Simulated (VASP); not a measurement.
# CsI (Pm-3m) in VASP: notebook

CsI is run at these levels: r2SCAN; tasks: single point.

Program: VASP 6.6.1. These are calculated values, not measurements. Logs are shortened: lines on timing, memory, paths and dates and some standing lists are left out, and cuts for length are marked.

## 1. The cell of the first run

The structure is cubic, space group Pm-3m (No. 221). Conventional cell: a = 4.609 Å, b = 4.609 Å, c = 4.609 Å, α = 90.00°, β = 90.00°, γ = 90.00°. Cs (site symmetry m-3m) has 8 I at 3.99 Å and 6 Cs at 4.61 Å within 5.2 Å. Within 5.2 Å of I (site symmetry m-3m) lie 8 Cs at 3.99 Å and 6 I at 4.61 Å.

## 2. Single point, r2SCAN

POSCAR

```
CsI
1.0
    4.6090098925      0.0000000000      0.0000000000
    0.0000000000      4.6090098925      0.0000000000
    0.0000000000      0.0000000000      4.6090098925
Cs I
1 1
Direct
    0.0000000000      0.0000000000      0.0000000000
    0.5000000000      0.5000000000      0.5000000000
```

INCAR.step1

```
SYSTEM = CsI
ALGO     = Normal         ! electronic algorithm
EDIFF    = 1E-5           ! SCF threshold, eV
ENCUT    = 550            ! plane-wave cutoff, eV
GGA      = PE             ! functional
GGA_COMPAT= .False.      
ISMEAR   = 0              ! smearing method
LASPH    = .True.         ! aspherical terms in the spheres
LCHARG   = .False.        ! write CHGCAR
LREAL    = .False.        ! projectors in reciprocal space
LWAVE    = .True.         ! write WAVECAR
NBANDS   = 15             ! bands
NELM     = 120            ! most SCF steps
PREC     = Accurate       ! precision mode
SIGMA    = 0.02           ! smearing width, eV
```

INCAR.step2

```
SYSTEM = CsI
ALGO     = Normal         ! electronic algorithm
EDIFF    = 1E-6           ! SCF threshold, eV
ENCUT    = 550            ! plane-wave cutoff, eV
GGA_COMPAT= .False.      
ISIF     = 2              ! what is computed and relaxed
ISMEAR   = 0              ! smearing method
ISTART   = 1            
LASPH    = .True.         ! aspherical terms in the spheres
LCHARG   = .False.        ! write CHGCAR
LMIXTAU  = .True.       
LREAL    = .False.        ! projectors in reciprocal space
LWAVE    = .False.        ! write WAVECAR
METAGGA  = R2SCAN         ! meta-GGA
NBANDS   = 15             ! bands
NELM     = 120            ! most SCF steps
PREC     = Accurate       ! precision mode
SIGMA    = 0.02           ! smearing width, eV
```

KPOINTS

```
k-points
0
Gamma
  6 6 6
  0 0 0
```

Potentials or basis: VASP PAW PBE potentials, release 64 (Cs_sv, I).

Command:

```bash
cat potpaw_PBE.64/Cs_sv/POTCAR potpaw_PBE.64/I/POTCAR > POTCAR
cp INCAR.step1 INCAR
mpirun -np 1 vasp_std > vasp.out
cp INCAR.step2 INCAR
mpirun -np 1 vasp_std > vasp.out
```

OUTCAR:

```text
SYSTEM = CsI
   EDIFF = 1E-6
   ENCUT = 550
   ISIF = 2
   ISMEAR = 0
   ISTART = 1
   LASPH = .True.
   LREAL = .False.
   METAGGA = R2SCAN
   NELM = 120
   PREC = Accurate

 ion  position               nearest neighbor table
   1  0.000  0.000  0.000-
   2  0.500  0.500  0.500-

  LATTYP: Found a simple cubic cell.
 ALAT       =     4.6090098925

  Lattice vectors:

 A1 = (   4.6090098925,   0.0000000000,   0.0000000000)
 A2 = (   0.0000000000,   4.6090098925,   0.0000000000)
 A3 = (   0.0000000000,   0.0000000000,   4.6090098925)

Analysis of symmetry for initial positions (statically):
=====================================================================
 Subroutine PRICEL returns:
 Original cell was already a primitive cell.

 Routine SETGRP: Setting up the symmetry group for a
 simple cubic supercell.

 Subroutine GETGRP returns: Found 48 space group operations
 (whereof 48 operations were pure point group operations)
 out of a pool of 48 trial point group operations.

The static configuration has the point symmetry O_h .

Analysis of symmetry for dynamics (positions and initial velocities):
=====================================================================
 Subroutine PRICEL returns:
 Original cell was already a primitive cell.

 Routine SETGRP: Setting up the symmetry group for a
 simple cubic supercell.

 Subroutine GETGRP returns: Found 48 space group operations
 (whereof 48 operations were pure point group operations)
 out of a pool of 48 trial point group operations.

The dynamic configuration has the point symmetry O_h .

 Subroutine INISYM returns: Found 48 space group operations
 (whereof 48 operations are pure point group operations),
 and found     1 'primitive' translations

----------------------------------------------------------------------------------------

                                     Primitive cell

  volume of cell :      97.9091

  direct lattice vectors                    reciprocal lattice vectors
     4.609009892  0.000000000  0.000000000     0.216966338  0.000000000  0.000000000
     0.000000000  4.609009892  0.000000000     0.000000000  0.216966338  0.000000000
     0.000000000  0.000000000  4.609009892     0.000000000  0.000000000  0.216966338

  length of vectors
     4.609009892  4.609009892  4.609009892     0.216966338  0.216966338  0.216966338

  position of ions in fractional coordinates (direct lattice)
     0.000000000  0.000000000  0.000000000
     0.500000000  0.500000000  0.500000000

  ion indices of the primitive-cell ions
   primitive index   ion index
                 1           1
                 2           2

----------------------------------------------------------------------------------------

 KPOINTS: k-points

Automatic generation of k-mesh.
 Grid dimensions read from file:
 generate k-points for:    6    6    6

 Generating k-lattice:

  Cartesian coordinates                     Fractional coordinates (reciprocal lattice)
     0.036161056  0.000000000  0.000000000     0.166666667  0.000000000  0.000000000
     0.000000000  0.036161056  0.000000000     0.000000000  0.166666667  0.000000000
     0.000000000  0.000000000  0.036161056     0.000000000  0.000000000  0.166666667

  Length of vectors
     0.036161056  0.036161056  0.036161056

  Shift w.r.t. Gamma in fractional coordinates (k-lattice)
     0.000000000  0.000000000  0.000000000

 Subroutine IBZKPT returns following result:
 ===========================================

 Found     20 irreducible k-points:

 Following reciprocal coordinates:
            Coordinates               Weight
  0.000000  0.000000  0.000000      1.000000
  0.166667  0.000000  0.000000      6.000000
  0.333333  0.000000  0.000000      6.000000
  0.500000  0.000000  0.000000      3.000000
  0.166667  0.166667  0.000000     12.000000
  0.333333  0.166667  0.000000     24.000000
[... 12 lines left out ...]
  0.500000  0.500000  0.333333      6.000000
  0.500000  0.500000  0.500000      1.000000
   k-points           NKPTS =     20   k-points in BZ     NKDIM =     20   number of bands    NBANDS=     15
   number of dos      NEDOS =    301   number of ions     NIONS =      2
   total plane-waves  NPLWV =  46656
   dimension x,y,z NGX =    36 NGY =   36 NGZ =   36
   dimension x,y,z NGXF=    72 NGYF=   72 NGZF=   72
   ions per type =               1   1
   NGX,Y,Z   is equivalent  to a cutoff of  12.99, 12.99, 12.99 a.u.
   NGXF,Y,Z  is equivalent  to a cutoff of  25.97, 25.97, 25.97 a.u.
 SYSTEM =  CsI
   PREC   = accura    normal or accurate (medium, high low for compatibility)
   ISTART =      1    job   : 0-new  1-cont  2-samecut
   ICHARG =      0    charge: 1-file 2-atom 10-const
   ISPIN  =      1    spin polarized calculation?
   LNONCOLLINEAR =      F non collinear calculations
   LSORBIT =      F    spin-orbit coupling
   LASPH  =      T    aspherical Exc in radial PAW
   ENCUT  =  550.0 eV  40.42 Ry    6.36 a.u.   8.81  8.81  8.81*2*pi/ulx,y,z
   NELM   =    120;   NELMIN=  2; NELMDL=  0     # of ELM steps
   EDIFF  = 0.1E-05   stopping-criterion for ELM
   LREAL  =      F    real-space projection
   EDIFFG = 0.1E-04   stopping-criterion for IOM
   NSW    =      0    number of steps for IOM
   IBRION =     -1    ionic relax: 0-MD 1-quasi-New 2-CG
   NFREE  =      0    steps in history (QN), initial steepest desc. (CG)
   ISIF   =      2    stress and relaxation
   ISYM   =      2    0-nonsym 1-usesym 2-fastsym
   POTIM  = 0.5000    time-step for ionic-motion
   TEBEG  =    0.0;   TEEND  =   0.0 temperature during run
   PSTRESS=    0.0 pullay stress
   NELECT =      16.0000    total number of electrons
   NUPDOWN=      -1.0000    fix difference up-down
   EMIN   =  10.00;   EMAX   =-10.00  energy-range for DOS
   EFERMI =   0.00;   METHOD = LEGACY
   ISMEAR =     0;   SIGMA  =   0.02  broadening in eV -4-tet -1-fermi 0-gaus
   EFERMI_NEDOS =   21; number of points for ismear=-14 and -15
   IALGO  =     38    algorithm
   IMIX   =      4    mixing-type and parameters
     AMIX     =   0.40;   BMIX     =  1.00
     AMIX_MAG =   1.60;   BMIX_MAG =  1.00
  volume/ion in A,a.u.               =      48.95       330.36
  Fermi-wavevector in a.u.,A,eV,Ry     =   0.895036  1.691373 10.899484  0.801089
  Thomas-Fermi vector in A             =   2.017317
   LORBIT       =      0    0 simple, 1 ext, 2 COOP (PROOUT), +10 PAW based schemes
   METAGGA = R2SCAN    functional components
   LHFCALC =     F    Hartree Fock is set to
   AEXX    =    0.0000 exact exchange contribution
   IVDW    =     0    specifies the selected vdW correction
   LEPSILON=     F    determine dielectric tensor
   LRPA    =     F    only Hartree local field effects (RPA)
 non-spin polarized calculation
 Gauss-broadening in eV      SIGMA  =   0.02
  energy-cutoff  :      550.00
  volume of cell :       97.91
 maximum number of plane-waves:      2897
 NGX is ok and might be reduce to    36
   NGX = 17   NGY = 17   NGZ = 17

 number of electron      16.0000002 magnetization

 Free energy of the ion-electron system (eV)
  ---------------------------------------------------
  ext. energy  EPLUGINS =         0.00000000
  ---------------------------------------------------
  free energy    TOTEN  =       -53.12587882 eV

  energy without entropy =      -53.12587882  energy(sigma->0) =      -53.12587882

 E-fermi :   0.4941     XC(G=0):  -7.9982

 val. band max:        0.3483102175   @ k =   0.5000   0.5000   0.0000
 cond. band min:       4.8454560306   @ k =   0.0000   0.0000   0.0000
 fundamental gap:      4.4971458130
 Fermi energy:         0.4941407486

 k-point     1 :       0.0000    0.0000    0.0000
  band No.  band energies     occupation
      1     -20.6486      2.00000
      2     -10.5749      2.00000
      3      -6.9797      2.00000
      4      -6.9797      2.00000
      5      -6.9797      2.00000
      6       0.2560      2.00000
      7       0.2560      2.00000
      8       0.2560      2.00000
      9       4.8455      0.00000
     10       5.0004      0.00000
     11       5.0004      0.00000
     12       8.6922      0.00000
     13       8.6922      0.00000
     14       8.6922      0.00000
     15      11.0502      0.00000

 k-point     2 :       0.1667    0.0000    0.0000
  band No.  band energies     occupation
      1     -20.6428      2.00000
      2     -10.5763      2.00000
      3      -7.0149      2.00000
      4      -6.9655      2.00000
      5      -6.9655      2.00000
      6      -0.1772      2.00000
      7       0.2241      2.00000
      8       0.2241      2.00000
      9       5.1677      0.00000
     10       5.3724      0.00000
     11       5.6245      0.00000
     12       8.6113      0.00000
     13       8.6113      0.00000
     14       8.8203      0.00000
     15       9.9021      0.00000

 k-point     3 :       0.3333    0.0000    0.0000
  band No.  band energies     occupation
      1     -20.6313      2.00000
      2     -10.5813      2.00000
      3      -7.0749      2.00000
      4      -6.9366      2.00000
      5      -6.9366      2.00000
      6      -0.8545      2.00000
      7       0.1581      2.00000
      8       0.1581      2.00000
      9       5.6256      0.00000
     10       6.5239      0.00000
     11       6.9166      0.00000
     12       8.4496      0.00000
     13       8.6384      0.00000
     14       8.6384      0.00000
     15       9.1392      0.00000

 k-point     4 :       0.5000    0.0000    0.0000
  band No.  band energies     occupation
      1     -20.6256      2.00000
      2     -10.5849      2.00000
      3      -7.0996      2.00000
      4      -6.9220      2.00000
      5      -6.9220      2.00000
      6      -1.1393      2.00000
      7       0.1240      2.00000
      8       0.1240      2.00000
      9       6.0135      0.00000
     10       7.3718      0.00000
     11       7.5674      0.00000
     12       7.7120      0.00000
     13       8.8204      0.00000
     14       8.8204      0.00000
     15       9.3540      0.00000
[... 235 lines left out ...]
 k-point    18 :       0.5000    0.3333    0.3333
  band No.  band energies     occupation
      1     -20.5953      2.00000
      2     -10.3609      2.00000
      3      -7.2422      2.00000
      4      -7.1711      2.00000
      5      -7.1428      2.00000
      6      -0.7661      2.00000
      7      -0.6851      2.00000
      8      -0.4658      2.00000
      9       6.6795      0.00000
     10       7.0909      0.00000
     11       7.2777      0.00000
     12       8.4857      0.00000
     13       8.9479      0.00000
     14       8.9480      0.00000
     15      10.6799      0.00000

 k-point    19 :       0.5000    0.5000    0.3333
  band No.  band energies     occupation
      1     -20.5903      2.00000
      2     -10.3287      2.00000
      3      -7.2389      2.00000
      4      -7.2389      2.00000
      5      -7.1347      2.00000
      6      -0.8067      2.00000
      7      -0.8067      2.00000
      8      -0.6449      2.00000
      9       6.9374      0.00000
     10       7.5449      0.00000
     11       7.5449      0.00000
     12       8.0012      0.00000
     13       9.4240      0.00000
     14       9.4240      0.00000
     15      10.5620      0.00000

 k-point    20 :       0.5000    0.5000    0.5000
  band No.  band energies     occupation
      1     -20.5854      2.00000
      2     -10.3020      2.00000
      3      -7.2128      2.00000
      4      -7.2128      2.00000
      5      -7.2128      2.00000
      6      -0.9038      2.00000
      7      -0.9038      2.00000
      8      -0.9038      2.00000
      9       8.0031      0.00000
     10       8.0031      0.00000
     11       8.0031      0.00000
     12       8.7485      0.00000
     13       8.7485      0.00000
     14       8.7485      0.00000
     15      10.6035      0.00000

------------------------ aborting loop because EDIFF is reached ----------------------------------------

  FORCE on cell =-STRESS in cart. coord.  units (eV):
  Direction    XX          YY          ZZ          XY          YZ          ZX
  --------------------------------------------------------------------------------------
  -------------------------------------------------------------------------------------
  Total        0.0270918      0.0270918      0.0270918      0.0000000      0.0000000      0.0000000
  in kB        0.4433284      0.4433284      0.4433284      0.0000000      0.0000000      0.0000000
  external PRESSURE =       0.4433284 kB  Pullay stress =       0.0000000 kB

 VOLUME and BASIS-vectors are now :
 -----------------------------------------------------------------------------
  energy-cutoff  :      550.00
  volume of cell :       97.91
      direct lattice vectors                 reciprocal lattice vectors
     4.609009892  0.000000000  0.000000000     0.216966338  0.000000000  0.000000000
     0.000000000  4.609009892  0.000000000     0.000000000  0.216966338  0.000000000
     0.000000000  0.000000000  4.609009892     0.000000000  0.000000000  0.216966338

 POSITION                                       TOTAL-FORCE (eV/Angst)
 -----------------------------------------------------------------------------------
      0.00000      0.00000      0.00000         0.000000      0.000000      0.000000
      2.30450      2.30450      2.30450         0.000000      0.000000      0.000000
 -----------------------------------------------------------------------------------
    total drift:                                0.000000      0.000000      0.000000

  FREE ENERGIE OF THE ION-ELECTRON SYSTEM (eV)
  ---------------------------------------------------
  free  energy   TOTEN  =       -53.1258788160 eV

  energy  without entropy=      -53.1258788160  energy(sigma->0) =      -53.12587882
```

Run time: 1.9 min. Hardware: 1 thread of Intel Xeon 8259CL, shared host; peak memory 0.22 GiB.

Results:

- Free energy: -53.1259 eV
- Pressure: 0.0 GPa
- Band gap on the k mesh: 4.50 eV (least direct gap 4.59 eV)

Levels at points of the mesh, in eV from the valence-band top:
```csv
k point,band 6,band 7,band 8,band 9,band 10,band 11
"(0.00, 0.00, 0.00)",-0.09,-0.09,-0.09,4.50,4.65,4.65
"(0.50, 0.00, 0.00)",-1.49,-0.22,-0.22,5.67,7.02,7.22
"(0.50, 0.50, 0.00)",-0.86,-0.86,0.00,4.76,5.50,6.67
"(0.50, 0.50, 0.50)",-1.25,-1.25,-1.25,7.65,7.65,7.65
```

Caveat: the PAW data sets were made with another functional, which shifts forces and pressure a little; spin-orbit coupling is left out, which moves the levels of the heavy elements. r2SCAN opens gaps a little over a GGA but as a rule still falls short of measured ones.

## 3. Single point, r2SCAN

POSCAR is that of step 2.

INCAR.step1

```
  PREC = Accurate
  ENCUT = 550
  ISMEAR = 0
  SIGMA = 0.02
  LREAL = F
  LASPH = T
  NELM = 120
  NBANDS = 15
  GGA = PE
  ALGO = Normal
  EDIFF = 1E-5
  LWAVE = T
  LCHARG = F
  GGA_COMPAT = F
```

INCAR.step2

```
  PREC = Accurate
  ENCUT = 550
  EDIFF = 1E-6
  ISMEAR = 0
  SIGMA = 0.02
  LREAL = F
  LASPH = T
  NELM = 120
  ALGO = Normal
  ISIF = 2
  LWAVE = F
  LCHARG = F
  METAGGA = R2SCAN
  LMIXTAU = T
  NBANDS = 15
  ISTART = 1
  GGA_COMPAT = F
```

KPOINTS

```
Automatic mesh
0
Gamma
  6 6 6
```

Potentials or basis: VASP PAW PBE potentials, release 64 (Cs_sv, I).

Command:

```bash
cat potpaw_PBE.64/Cs_sv/POTCAR potpaw_PBE.64/I/POTCAR > POTCAR
cp INCAR.step1 INCAR
mpirun -np 1 vasp_std > vasp.out
cp INCAR.step2 INCAR
mpirun -np 1 vasp_std > vasp.out
```

Wall time 1.7 min (1 thread of Intel Xeon 8259CL, shared host); peak memory 0.22 GiB.

The run converged. Its results:

```yaml
Free_energy: -53.1259 eV
Pressure: 0.0 GPa
Band_gap_on_the_k_mesh: 4.50 eV (least direct gap 4.59 eV)
```

Levels at points of the mesh, in eV from the valence-band top:
```csv
k point,band 4,band 5,band 6,band 7,band 8,band 9,band 10,band 11,band 12,band 13
"(0.00, 0.00, 0.00)",-7.33,-7.33,-0.09,-0.09,-0.09,4.50,4.65,4.65,8.34,8.34
"(0.50, 0.00, 0.00)",-7.27,-7.27,-1.49,-0.22,-0.22,5.67,7.02,7.22,7.36,8.47
"(0.50, 0.50, 0.00)",-7.66,-7.24,-0.86,-0.86,0.00,4.76,5.50,6.67,6.67,10.10
"(0.50, 0.50, 0.50)",-7.56,-7.56,-1.25,-1.25,-1.25,7.65,7.65,7.65,8.40,8.40
```

Caveat: the PAW data sets were made with another functional, which shifts forces and pressure a little; spin-orbit coupling is left out, which moves the levels of the heavy elements. r2SCAN opens gaps a little over a GGA but as a rule still falls short of measured ones.
